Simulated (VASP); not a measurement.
Here is a VASP 6.6.1 calculation.

INCAR

```
  PREC = Accurate
  ENCUT = 520
  EDIFF = 1E-7
  ISMEAR = 0
  SIGMA = 0.15
  LREAL = F
  LASPH = T
  NELM = 80
  ALGO = Fast
  ISIF = 2
  LWAVE = F
  LCHARG = F
  GGA = PS
  NBANDS = 56
```

KPOINTS

```
Automatic mesh
0
Gamma
  15 15 3
```

Contents of POSCAR:

```
Si2Mo
1.0
   -3.1900701689      0.0000000000      0.0000000000
    0.0000000000     -3.1900701689      0.0000000000
   -1.0632503873      1.0632503873     15.6427680287
Si Mo
8 4
Direct
   -0.0141751931      0.0141751931      0.0425298324
    0.2358498069      0.7641501931      0.7925298324
   -0.1808251931      0.1808251931      0.5425298324
    0.4024998069      0.5975001931      0.2925298324
   -0.0691498069      0.0691498069      0.2074701676
    0.1808751931      0.8191248069      0.9574701676
   -0.2357998069      0.2357998069      0.7074701676
    0.3475251931      0.6524748069      0.4574701676
    0.2916875000      0.7083125000      0.6250000000
    0.8750125000      1.1249875000      0.3750000000
    0.4583375000      0.5416625000      0.1250000000
    0.7083625000      1.2916375000      0.8750000000
```

Potentials or basis: VASP PAW PBE potentials, release 64 (Si, Mo_sv).

Command:

```console
$ cat potpaw_PBE.64/Si/POTCAR potpaw_PBE.64/Mo_sv/POTCAR > POTCAR
$ mpirun -np 1 vasp_std > vasp.out
```

(1) Estimate the largest force.

(2) Predict the pressure.

(3) What does it give for the band gap on the k mesh?

Results:

(1) 39.853 eV/Å.

(2) 19.9 GPa.

(3) zero (bands 44 and 45 overlap by 0.67 eV).

Caveat: the cell differs from its parent crystal (the part above a cut slid along it); atoms lie so close that the PAW spheres overlap strongly, which falsifies energies and pressures; the stress differs along the axes, from 7 to 45 GPa; the PAW data sets were made with another functional, which shifts forces and pressure a little.
